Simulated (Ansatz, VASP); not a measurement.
Two plane-wave programs on SrCl2

Contents of INCAR:

```
SYSTEM = SrCl2
PREC = Accurate
ENCUT = 500
EDIFF = 1E-6
ISMEAR = 0
SIGMA = 0.05
LREAL = .FALSE.
LASPH = .TRUE.
NELM = 120
ALGO = Normal
ISIF = 2
LWAVE = .FALSE.
LCHARG = .TRUE.
LELF = .TRUE.
LVHAR = .TRUE.
NBANDS = 19
GGA_COMPAT = .FALSE.
```

Contents of KPOINTS:

```
regular mesh
0
G
  4 4 4
  0 0 0
```

Contents of POSCAR:

```
SrCl2
1.0
    0.0000000000      3.3964685912      3.3964685912
    3.3964685912      0.0000000000      3.3964685912
    3.3964685912      3.3964685912      0.0000000000
Sr Cl
1 2
Direct
    0.0000000000      0.0000000000      0.0000000000
    0.2500000000      0.2500000000      0.2500000000
    0.7500000000      0.7500000000      0.7500000000
```

Input for Ansatz:

```yaml
crystal:
  lattice:
    - [0.0, 3.3964685912, 3.3964685912]
    - [3.3964685912, 0.0, 3.3964685912]
    - [3.3964685912, 3.3964685912, 0.0]
  atoms:
    - { symbol: Sr, position: [0.0, 0.0, 0.0] }
    - { symbol: Cl, position: [0.25, 0.25, 0.25] }
    - { symbol: Cl, position: [0.75, 0.75, 0.75] }
basis:
  ecutwfc: 420
kpoints:
  mp_grid: { grid: [4, 4, 4] }
hamiltonian:
  xc: lda
scf:
  occupations: { method: gaussian, width: 0.05 }
output:
  forces: true
  stress: true
  eigenvalues: true
```

Alike in both runs: task single point; functional LDA; k mesh 4 × 4 × 4; occupations gaussian, width 0.05 eV; no spin polarisation.

```csv
,VASP,Ansatz
version,VASP 6.6.1,Ansatz 0.2.0
potentials or method,"VASP PAW LDA potentials, release 64 (Sr_sv, Cl), cutoff 500 eV","scalar-relativistic, plane waves, PAW"
valence electrons in the cell,24,24
```

Ansatz gave:

```
gap on the k mesh at the Fermi level (eV) : 5.10
least direct gap on the mesh (eV)         : 5.10
pressure (GPa)                            : 0.1
```

Task: Estimate VASP's values.

Result: gap on the k mesh at the Fermi level (eV): 5.09; least direct gap on the mesh (eV): 5.09; pressure (GPa): 0.3.

LDA's correlation is that of Perdew and Zunger in VASP and of Perdew and Wang (1992) in Ansatz.
